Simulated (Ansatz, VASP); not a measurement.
# One calculation of SrO, two programs

```
Sr O
1.0
     6.63746    0.00000    0.00000
     0.00000    6.63746    0.00000
     0.00000    0.00000    4.10272
Sr O
4 4
Direct
  0.18584 0.18584 0.50000
  0.81416 0.81416 0.50000
  0.68584 0.31416 0.00000
  0.31416 0.68584 0.00000
  0.82010 0.17990 0.50000
  0.17990 0.82010 0.50000
  0.67990 0.67990 0.00000
  0.32010 0.32010 0.00000
```

Alike in both runs: functional r2SCAN; k mesh 4 × 4 × 6; occupations gaussian, width 0.02 eV; no spin polarisation.

Ansatz relaxed the structure, and its values are those at the end. VASP's run is a single point on that final structure, the one shown.

|  | VASP | Ansatz |
| --- | --- | --- |
| version | VASP 6.6.1 | Ansatz 0.2.0 |
| potentials or method | VASP PAW PBE potentials, release 64 (Sr_sv, O), cutoff 660 eV | scalar-relativistic, plane waves, PAW |
| valence electrons in the cell | 64 | 64 |

|  | VASP | Ansatz | Ansatz less VASP |
| --- | --- | --- | --- |
| gap on the k mesh at the Fermi level (eV) | 2.68 | 2.67 | -0.008 |
| least direct gap on the mesh (eV) | 2.68 | 2.67 | -0.008 |
| pressure (GPa) | 0.4 | 0.0 | -0.35 |
| rms of the force components (eV/Å) | 0.006 | 0.001 | -0.0050 |

VASP's potentials were made for PBE, not for r2SCAN. With one functional, cell and mesh, what is left measures potentials, basis and numerics.
